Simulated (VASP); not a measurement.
# Ti4Al in VASP: a series of runs, part 2 of 2

VASP 6.6.1. The steps go on from the part before.

### Step 5. Single point, PBE

INCAR reads:

```
SYSTEM = Ti4Al
ALGO = Normal
EDIFF = 1E-6
ENCUT = 400
GGA = PE
GGA_COMPAT = .FALSE.
ISIF = 2
ISMEAR = -1
ISYM = -1
LASPH = .TRUE.
LCHARG = .FALSE.
LREAL = Auto
LWAVE = .FALSE.
NBANDS = 118
NELM = 120
PREC = Accurate
SIGMA = 0.05
```

KPOINTS reads:

```
explicit points
1
Reciprocal
  0.25000000   0.25000000   0.25000000 1
```

POSCAR reads:

```
Ti4Al
1.0
    7.4031320000      0.0101080000     -0.1346870000
    0.0101080000      7.0902150000     -0.0499130000
   -0.1346870000     -0.0499130000      7.0297780000
Ti Al
16 4
Direct
    0.8409758498      0.9809998238      0.3431821259
    0.5045938903      0.8839215747      0.5728456026
    0.3976785495      0.2018720767      0.8542496181
   -0.0093772400      0.3914800545      0.3890363183
    0.6297107704      0.2564351086      0.1582186948
    0.2696975224      0.4866197739      0.1290630235
    0.3529153332      0.4581449499      0.5458190140
    0.9587407762      0.7224037913      0.0707460832
    0.6926405442      0.2661410258      0.5747661696
    0.7415015584      0.9902711304      0.8705411499
    0.8539467164      0.6916930576      0.6184999010
    0.2936272286      0.1567302786      0.3559464679
    0.4265482112      0.8769330635      0.0925312092
    0.0736318614      0.0536088355      0.6340720905
    0.5910673712      0.5597464963      0.8885763843
    0.2138537673      0.6971319813      0.7956096581
    0.9957386259      0.3956950970      0.8203922482
    0.1920542298      0.7665968762      0.3931231339
    0.6486025168      0.6216208543      0.2967279036
    0.0765224012      0.1045287231      0.0477552655
```

Potentials or basis: VASP PAW PBE potentials, release 64 (Ti_sv, Al).

Launch:

```sh
$ cat potpaw_PBE.64/Ti_sv/POTCAR potpaw_PBE.64/Al/POTCAR > POTCAR
$ mpirun -np 1 vasp_std > vasp.out
```

OUTCAR:

```text
SYSTEM = Ti4Al
   EDIFF = 1E-6
   ENCUT = 400
   GGA = PE
   ISIF = 2
   ISMEAR = -1
   ISYM = -1
   LASPH = .TRUE.
   LREAL = Auto
   NELM = 120
   PREC = Accurate

 ion  position               nearest neighbor table
   1  0.841  0.981  0.343-  14 2.67   8 2.79   5 2.80   9 2.82  11 2.84  20 2.91  19 2.93  18 3.02

   2  0.505  0.884  0.573-  18 2.72  10 2.78  12 2.90  19 2.90
   3  0.398  0.202  0.854-   5 2.72   7 2.86  13 2.87  20 2.87  15 2.92
   4  0.991  0.391  0.389-   9 2.76  12 2.80  11 2.86   6 2.90   7 2.90  17 3.03  18 3.05  19 3.06

   5  0.630  0.256  0.158-   3 2.72  19 2.76   1 2.80  10 2.89  15 2.89
   6  0.270  0.487  0.129-  18 2.77  16 2.81  12 2.85   8 2.86   4 2.90  17 2.98  20 3.10
   7  0.353  0.458  0.546-  12 2.53  16 2.66  18 2.70   3 2.86   9 2.86   4 2.90  19 3.09
   8  0.959  0.722  0.071-  16 2.76   1 2.79  18 2.81  10 2.84  20 2.86   6 2.86  17 2.91  19 2.94

   9  0.693  0.266  0.575-   4 2.76   1 2.82   7 2.86  10 2.89  17 2.92
  10  0.742  0.990  0.871-   2 2.78   8 2.84  20 2.85  11 2.88   9 2.89   5 2.89
  11  0.854  0.692  0.618-  19 2.72  17 2.74   1 2.84   4 2.86  10 2.88  16 2.90  18 3.06
[... 163 lines left out ...]
      1     -49.6986      2.00000
      2     -49.6575      2.00000
      3     -49.6022      2.00000
      4     -49.5730      2.00000
      5     -49.5297      2.00000
      6     -49.4965      2.00000
[... 106 lines left out ...]
    113       8.0556      0.00000
    114       8.1324      0.00000
 [bands above 114 left out]

------------------------ aborting loop because EDIFF is reached ----------------------------------------

  FORCE on cell =-STRESS in cart. coord.  units (eV):
  Direction    XX          YY          ZZ          XY          YZ          ZX
  --------------------------------------------------------------------------------------
  -------------------------------------------------------------------------------------
  Total      -18.7355404    -13.9245790    -12.1454635     -3.5028617      2.8613918      3.6739636
  in kB      -81.3830775    -60.4853167    -52.7572292    -15.2156626     12.4292583     15.9588919
  external PRESSURE =     -64.8752078 kB  Pullay stress =       0.0000000 kB

 VOLUME and BASIS-vectors are now :
 -----------------------------------------------------------------------------
  energy-cutoff  :      400.00
  volume of cell :      368.84
      direct lattice vectors                 reciprocal lattice vectors
     7.403132000  0.010108000 -0.134687000     0.135125281 -0.000174422  0.002587694
     0.010108000  7.090215000 -0.049913000    -0.000174422  0.141046722  0.000998122
    -0.134687000 -0.049913000  7.029778000     0.002587694  0.000998122  0.142308669

 POSITION                                       TOTAL-FORCE (eV/Angst)
 -----------------------------------------------------------------------------------
      6.18955      6.94687      2.25026        -0.464726      0.362050     -0.356224
      3.66735      6.24370      3.91490        -0.090357      0.462779      0.314291
      2.83105      1.39270      5.94155        -0.207139     -0.032579     -0.498820
      7.28527      2.76627      2.58187         0.090206      0.080691     -0.297559
      4.64311      1.81665      1.01463        -0.045502     -0.023882      0.249623
      1.98414      3.44652      0.84667         0.619627     -0.614723     -0.416623
[... 12 lines left out ...]
      4.76801      4.39917      1.96755        -0.147746     -0.321901      0.083844
      0.56113      0.73952      0.32018        -0.233078     -0.090585      0.057049
 -----------------------------------------------------------------------------------
    total drift:                                0.005224      0.002564     -0.005024

  FREE ENERGIE OF THE ION-ELECTRON SYSTEM (eV)
  ---------------------------------------------------
  free  energy   TOTEN  =      -141.2199013817 eV

  energy  without entropy=     -140.9823703079  energy(sigma->0) =     -141.10113584
```

Wall time 88 s (1 thread of AMD EPYC 9R45 (Zen 5), shared host); peak memory 0.29 GiB.

What came out:

* Free energy: -141.2199 eV
* Pressure: -6.5 GPa
* Largest force: 1.149 eV/Å

Forces in eV/Å, atoms in the order of the input:
```
Ti  -0.465  0.362 -0.356
Ti  -0.090  0.463  0.314
Ti  -0.207 -0.033 -0.499
Ti   0.090  0.081 -0.298
Ti  -0.046 -0.024  0.250
Ti   0.620 -0.615 -0.417
Ti   0.422  0.334  0.440
Ti  -0.079 -0.530 -0.348
Ti  -0.193  0.041  0.235
Ti  -0.137 -0.057 -0.100
Ti   0.035  0.248  0.111
Ti   0.679 -0.578 -0.436
Ti  -0.072  0.074 -0.018
Ti   0.391 -0.367  0.907
Ti   0.015  0.155 -0.360
Ti   0.669  0.899  0.256
Al  -0.287 -0.407  0.154
Al  -0.964  0.367  0.024
Al  -0.148 -0.322  0.084
Al  -0.233 -0.091  0.057
```

Levels at points of the mesh, in eV from the Fermi level:
```csv
k point,band 99,band 100,band 101,band 102,band 103,band 104,band 105,band 106
"(0.25, 0.25, 0.25)",-0.23,-0.15,-0.09,-0.04,0.02,0.11,0.22,0.30
```

Caveat: the atoms stand as in a frame of molecular dynamics.

### Step 6. The runs side by side

| cell | smearing | pressure (GPa) | largest force (eV/Å) |
| --- | --- | --- | --- |
| as given, atomic positions A | fermi-dirac 0.087 eV | -4.6 | 1.90 |
| as given, atomic positions B | fermi-dirac 0.05 eV | -5.9 | 1.38 |
| as given, atomic positions C | fermi-dirac 0.05 eV | -6.2 | 1.16 |
| as given, atomic positions D | fermi-dirac 0.05 eV | -6.5 | 1.15 |

Alike in all rows: task single point; level PBE; potentials or basis VASP PAW PBE potentials, release 64 (Ti_sv, Al); no spin polarisation; k mesh 1 × 1 × 1, shifted; cutoff (eV) 400.

Caveats: the atoms stand as in a frame of molecular dynamics.

Total energies depend on the potentials used, so only differences within one code and one set of settings carry meaning.
